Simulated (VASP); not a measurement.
# Nb (Im-3m) in VASP: further runs

Nb is run at these levels: PBE; tasks: single point, relaxation of cell and atoms.

Everything below comes from runs of VASP 6.6.1. Logs are shortened: lines on timing, memory, paths and dates and some standing lists are left out, and cuts for length are marked.

## (1) The cell of the first run

The structure is cubic, space group Im-3m (No. 229). The conventional cell has a = 3.313 Å, b = 3.313 Å, c = 3.313 Å, α = 90.00°, β = 90.00°, γ = 90.00°. Within 3.8 Å of Nb (site symmetry m-3m) lie 14 Nb at 2.87 to 3.31 Å.

## (2) Single point, PBE

Input file INCAR:

```
PREC = Accurate
ENCUT = 520
EDIFF = 1E-6
ISMEAR = -1
SIGMA = 0.15
LREAL = F
LASPH = T
NELM = 60
ALGO = Normal
ISIF = 2
LWAVE = F
LCHARG = F
GGA = PE
NBANDS = 12
```

Input file KPOINTS:

```
Automatic mesh
0
Gamma
  18 18 18
```

Input file POSCAR:

```
Nb
1.0
   -1.6567145551      1.6567145551      1.6567145551
    1.6567145551     -1.6567145551      1.6567145551
    1.6567145551      1.6567145551     -1.6567145551
Nb
1
Direct
    0.0000000000      0.0000000000      0.0000000000
```

Potentials or basis: VASP PAW PBE potentials, release 64 (Nb_sv).

Launch:

```console
$ cat potpaw_PBE.64/Nb_sv/POTCAR > POTCAR
$ mpirun -np 1 vasp_std > vasp.out
```

OUTCAR:

```text
PREC = Accurate
   ENCUT = 520
   EDIFF = 1E-6
   ISMEAR = -1
   LREAL = F
   LASPH = T
   NELM = 60
   ISIF = 2
   GGA = PE

 ion  position               nearest neighbor table
   1  0.000  0.000  0.000-

  LATTYP: Found a body centered cubic cell.
 ALAT       =     3.3134291102

  Lattice vectors:

 A1 = (  -1.6567145551,   1.6567145551,   1.6567145551)
 A2 = (   1.6567145551,  -1.6567145551,   1.6567145551)
 A3 = (   1.6567145551,   1.6567145551,  -1.6567145551)

Analysis of symmetry for initial positions (statically):
=====================================================================
 Subroutine PRICEL returns:
 Original cell was already a primitive cell.

 Routine SETGRP: Setting up the symmetry group for a
 body centered cubic supercell.

 Subroutine GETGRP returns: Found 48 space group operations
 (whereof 48 operations were pure point group operations)
 out of a pool of 48 trial point group operations.

The static configuration has the point symmetry O_h .

Analysis of symmetry for dynamics (positions and initial velocities):
=====================================================================
 Subroutine PRICEL returns:
 Original cell was already a primitive cell.

 Routine SETGRP: Setting up the symmetry group for a
 body centered cubic supercell.

 Subroutine GETGRP returns: Found 48 space group operations
 (whereof 48 operations were pure point group operations)
 out of a pool of 48 trial point group operations.

The dynamic configuration has the point symmetry O_h .

 Subroutine INISYM returns: Found 48 space group operations
 (whereof 48 operations are pure point group operations),
 and found     1 'primitive' translations

----------------------------------------------------------------------------------------

                                     Primitive cell

  volume of cell :      18.1888

  direct lattice vectors                    reciprocal lattice vectors
    -1.656714555  1.656714555  1.656714555     0.000000000  0.301802141  0.301802141
     1.656714555 -1.656714555  1.656714555     0.301802141  0.000000000  0.301802141
     1.656714555  1.656714555 -1.656714555     0.301802141  0.301802141  0.000000000

  length of vectors
     2.869513783  2.869513783  2.869513783     0.426812681  0.426812681  0.426812681

  position of ions in fractional coordinates (direct lattice)
     0.000000000  0.000000000  0.000000000

  ion indices of the primitive-cell ions
   primitive index   ion index
                 1           1

----------------------------------------------------------------------------------------

 KPOINTS: Automatic mesh

Automatic generation of k-mesh.
 Grid dimensions read from file:
 generate k-points for:   18   18   18

 Generating k-lattice:

  Cartesian coordinates                     Fractional coordinates (reciprocal lattice)
     0.000000000  0.016766786  0.016766786     0.055555556  0.000000000  0.000000000
     0.016766786  0.000000000  0.016766786     0.000000000  0.055555556  0.000000000
     0.016766786  0.016766786  0.000000000     0.000000000  0.000000000  0.055555556

  Length of vectors
     0.023711816  0.023711816  0.023711816

  Shift w.r.t. Gamma in fractional coordinates (k-lattice)
     0.000000000  0.000000000  0.000000000

 Subroutine IBZKPT returns following result:
 ===========================================

 Found    195 irreducible k-points:

 Following reciprocal coordinates:
            Coordinates               Weight
  0.000000  0.000000  0.000000      1.000000
  0.055556  0.000000  0.000000     12.000000
  0.111111  0.000000  0.000000     12.000000
  0.166667  0.000000  0.000000     12.000000
  0.222222  0.000000  0.000000     12.000000
  0.277778  0.000000  0.000000     12.000000
[... 16 lines left out ...]
  0.333333  0.111111  0.000000     48.000000
  0.388889  0.111111  0.000000     48.000000
 [... further k-points ...]
   k-points           NKPTS =    195   k-points in BZ     NKDIM =    195   number of bands    NBANDS=     12
   number of dos      NEDOS =    301   number of ions     NIONS =      1
   total plane-waves  NPLWV =  13824
   dimension x,y,z NGX =    24 NGY =   24 NGZ =   24
   dimension x,y,z NGXF=    48 NGYF=   48 NGZF=   48
   ions per type =               1
   NGX,Y,Z   is equivalent  to a cutoff of  13.90, 13.90, 13.90 a.u.
   NGXF,Y,Z  is equivalent  to a cutoff of  27.81, 27.81, 27.81 a.u.
 SYSTEM =  unknown system
   PREC   = accura    normal or accurate (medium, high low for compatibility)
   ISTART =      0    job   : 0-new  1-cont  2-samecut
   ICHARG =      2    charge: 1-file 2-atom 10-const
   ISPIN  =      1    spin polarized calculation?
   LNONCOLLINEAR =      F non collinear calculations
   LSORBIT =      F    spin-orbit coupling
   LASPH  =      T    aspherical Exc in radial PAW
   ENCUT  =  520.0 eV  38.22 Ry    6.18 a.u.   5.34  5.34  5.34*2*pi/ulx,y,z
   NELM   =     60;   NELMIN=  2; NELMDL= -5     # of ELM steps
   EDIFF  = 0.1E-05   stopping-criterion for ELM
   LREAL  =      F    real-space projection
   EDIFFG = 0.1E-04   stopping-criterion for IOM
   NSW    =      0    number of steps for IOM
   IBRION =     -1    ionic relax: 0-MD 1-quasi-New 2-CG
   NFREE  =      0    steps in history (QN), initial steepest desc. (CG)
   ISIF   =      2    stress and relaxation
   ISYM   =      2    0-nonsym 1-usesym 2-fastsym
   POTIM  = 0.5000    time-step for ionic-motion
   TEBEG  =    0.0;   TEEND  =   0.0 temperature during run
   PSTRESS=    0.0 pullay stress
   NELECT =      13.0000    total number of electrons
   NUPDOWN=      -1.0000    fix difference up-down
   EMIN   =  10.00;   EMAX   =-10.00  energy-range for DOS
   EFERMI =   0.00;   METHOD = LEGACY
   ISMEAR =    -1;   SIGMA  =   0.15  broadening in eV -4-tet -1-fermi 0-gaus
   EFERMI_NEDOS =   21; number of points for ismear=-14 and -15
   IALGO  =     38    algorithm
   IMIX   =      4    mixing-type and parameters
     AMIX     =   0.40;   BMIX     =  1.00
     AMIX_MAG =   1.60;   BMIX_MAG =  1.00
  volume/ion in A,a.u.               =      18.19       122.74
  Fermi-wavevector in a.u.,A,eV,Ry     =   1.463710  2.766010 29.149746  2.142446
  Thomas-Fermi vector in A             =   2.579772
   LORBIT       =      0    0 simple, 1 ext, 2 COOP (PROOUT), +10 PAW based schemes
   GGA     = PE    functional components
[... 5 lines left out ...]
 non-spin polarized calculation
  energy-cutoff  :      520.00
  volume of cell :       18.19
 maximum number of plane-waves:       500
 NGX is ok and might be reduce to    24
   NGX = 11   NGY = 11   NGZ = 11

 number of electron      12.9999999 magnetization

 Free energy of the ion-electron system (eV)
  ---------------------------------------------------
  ext. energy  EPLUGINS =         0.00000000
  ---------------------------------------------------
  free energy    TOTEN  =       -10.27090358 eV

  energy without entropy =      -10.16875182  energy(sigma->0) =      -10.21982770

 E-fermi :  11.0809     XC(G=0): -12.4492

 val. band max:       11.0762858707   @ k =  -0.4444   0.5000   0.1111
 cond. band min:      11.1004709746   @ k =  -0.3889   0.3889   0.1111
 fundamental gap:      0.0241851039
 Fermi energy:        11.0808858339

 k-point     1 :       0.0000    0.0000    0.0000
  band No.  band energies     occupation
      1     -43.3328      2.00000
      2     -18.6509      2.00000
      3     -18.6509      2.00000
      4     -18.6509      2.00000
      5       5.1155      2.00000
      6      11.4149      0.19479
      7      11.4149      0.19479
      8      11.4149      0.19479
      9      14.2921      0.00000
     10      14.2921      0.00000
     11      25.2355      0.00000
     12      25.2355      0.00000

 k-point     2 :       0.0556    0.0000    0.0000
  band No.  band energies     occupation
      1     -43.3258      2.00000
      2     -18.6938      2.00000
      3     -18.6640      2.00000
      4     -18.6513      2.00000
      5       5.2420      2.00000
      6      11.3366      0.30765
      7      11.3969      0.21691
      8      11.5352      0.09228
      9      14.1700      0.00000
     10      14.2921      0.00000
     11      25.3404      0.00000
     12      25.4655      0.00000

 k-point     3 :       0.1111    0.0000    0.0000
  band No.  band energies     occupation
      1     -43.3057      2.00000
      2     -18.8158      2.00000
      3     -18.7013      2.00000
      4     -18.6523      2.00000
      5       5.6056      2.00000
      6      11.1207      0.86811
      7      11.3209      0.33593
      8      11.8922      0.00891
      9      13.9083      0.00000
     10      14.2988      0.00000
     11      25.5964      0.00000
     12      26.0904      0.00000

 k-point     4 :       0.1667    0.0000    0.0000
  band No.  band energies     occupation
      1     -43.2748      2.00000
      2     -18.9993      2.00000
      3     -18.7579      2.00000
      4     -18.6538      2.00000
      5       6.1516      2.00000
      6      10.8125      1.71365
      7      11.1555      0.75638
      8      12.4720      0.00019
      9      13.7170      0.00000
     10      14.3271      0.00000
     11      25.8035      0.00000
     12      27.0538      0.00000

 k-point     5 :       0.2222    0.0000    0.0000
  band No.  band energies     occupation
      1     -43.2366      2.00000
      2     -19.2189      2.00000
      3     -18.8265      2.00000
      4     -18.6558      2.00000
      5       6.7692      2.00000
      6      10.4654      1.96749
      7      10.9734      1.34375
      8      13.2499      0.00000
      9      13.7167      0.00000
     10      14.3927      0.00000
     11      25.6306      0.00000
     12      27.1398      0.00000

 k-point     6 :       0.2778    0.0000    0.0000
  band No.  band energies     occupation
      1     -43.1956      2.00000
      2     -19.4467      2.00000
      3     -18.8987      2.00000
      4     -18.6579      2.00000
      5       7.2715      2.00000
      6      10.1266      1.99655
      7      11.0014      1.25900
      8      13.8754      0.00000
      9      14.1864      0.00000
     10      14.5035      0.00000
     11      24.9775      0.00000
     12      26.4241      0.00000

 k-point     7 :       0.3333    0.0000    0.0000
  band No.  band energies     occupation
      1     -43.1567      2.00000
      2     -19.6556      2.00000
      3     -18.9656      2.00000
      4     -18.6599      2.00000
      5       7.4891      2.00000
      6       9.8317      1.99952
      7      11.4359      0.17152
      8      14.0990      0.00000
      9      14.6522      0.00000
     10      15.2164      0.00000
     11      24.1253      0.00000
     12      25.2735      0.00000

 k-point     8 :       0.3889    0.0000    0.0000
  band No.  band energies     occupation
      1     -43.1249      2.00000
      2     -19.8224      2.00000
      3     -19.0196      2.00000
      4     -18.6616      2.00000
      5       7.4749      2.00000
      6       9.6056      1.99989
      7      12.1798      0.00132
      8      14.2859      0.00000
      9      14.8130      0.00000
     10      16.2276      0.00000
     11      23.3513      0.00000
     12      24.1196      0.00000
[... 166 lines left out ...]
 k-point    20 :       0.1667    0.1111    0.0000
  band No.  band energies     occupation
      1     -43.2216      2.00000
      2     -19.2819      2.00000
      3     -18.8298      2.00000
      4     -18.7036      2.00000
      5       7.0772      2.00000
      6      10.4633      1.96793
      7      10.6336      1.90349
      8      13.4353      0.00000
      9      13.7530      0.00000
     10      14.6556      0.00000
     11      26.1516      0.00000
     12      26.8295      0.00000

 k-point    21 :       0.2222    0.1111    0.0000
  band No.  band energies     occupation
      1     -43.1830      2.00000
      2     -19.4759      2.00000
      3     -18.9133      2.00000
      4     -18.7101      2.00000
      5       7.6019      2.00000
      6      10.1327      1.99641
      7      10.6083      1.91787
      8      13.5612      0.00000
      9      14.7020      0.00000
     10      14.8393      0.00000
     11      25.2781      0.00000
     12      26.4281      0.00000

 k-point    22 :       0.2778    0.1111    0.0000
  band No.  band energies     occupation
      1     -43.1464      2.00000
      2     -19.6529      2.00000
      3     -18.9942      2.00000
      4     -18.7146      2.00000
      5       7.8420      2.00000
      6       9.8640      1.99940
      7      10.9374      1.44486
      8      13.8068      0.00000
      9      14.9132      0.00000
     10      15.8300      0.00000
     11      24.3425      0.00000
     12      25.4351      0.00000

 k-point    23 :       0.3333    0.1111    0.0000
  band No.  band energies     occupation
      1     -43.1165      2.00000
      2     -19.7941      2.00000
      3     -19.0607      2.00000
      4     -18.7177      2.00000
      5       7.8268      2.00000
      6       9.6675      1.99984
      7      11.5464      0.08596
      8      14.0607      0.00000
      9      15.0505      0.00000
     10      16.8745      0.00000
     11      23.5273      0.00000
     12      24.3091      0.00000

 k-point    24 :       0.3889    0.1111    0.0000
  band No.  band energies     occupation
      1     -43.0968      2.00000
      2     -19.8850      2.00000
      3     -19.1041      2.00000
      4     -18.7197      2.00000
      5       7.7430      2.00000
      6       9.5468      1.99993
      7      12.1265      0.00188
      8      14.1758      0.00000
      9      15.2403      0.00000
     10      17.6955      0.00000
     11      22.8316      0.00000
     12      23.5480      0.00000

 [... further k-points ...]

------------------------ aborting loop because EDIFF is reached ----------------------------------------

  FORCE on cell =-STRESS in cart. coord.  units (eV):
  Direction    XX          YY          ZZ          XY          YZ          ZX
  --------------------------------------------------------------------------------------
  -------------------------------------------------------------------------------------
  Total       -0.0358917     -0.0358917     -0.0358917      0.0000000     -0.0000000      0.0000000
  in kB       -3.1615567     -3.1615567     -3.1615567      0.0000000     -0.0000000      0.0000000
  external PRESSURE =      -3.1615567 kB  Pullay stress =       0.0000000 kB

 VOLUME and BASIS-vectors are now :
 -----------------------------------------------------------------------------
  energy-cutoff  :      520.00
  volume of cell :       18.19
      direct lattice vectors                 reciprocal lattice vectors
    -1.656714555  1.656714555  1.656714555     0.000000000  0.301802141  0.301802141
     1.656714555 -1.656714555  1.656714555     0.301802141  0.000000000  0.301802141
     1.656714555  1.656714555 -1.656714555     0.301802141  0.301802141  0.000000000

 POSITION                                       TOTAL-FORCE (eV/Angst)
 -----------------------------------------------------------------------------------
      0.00000      0.00000      0.00000         0.000000     -0.000000      0.000000
 -----------------------------------------------------------------------------------
    total drift:                                0.000000      0.000000      0.000000

  FREE ENERGIE OF THE ION-ELECTRON SYSTEM (eV)
  ---------------------------------------------------
  free  energy   TOTEN  =       -10.2709035785 eV

  energy  without entropy=      -10.1687518219  energy(sigma->0) =      -10.21982770
```

It took 48 s on 1 thread of Intel Xeon 8259CL, shared host; peak memory 0.17 GiB.

Results:

- Free energy: -10.2709 eV
- Pressure: -0.3 GPa
- Band gap on the k mesh: zero (an odd number of electrons rules out a gap without spin polarisation)

(Continued in part 2 of 2.)
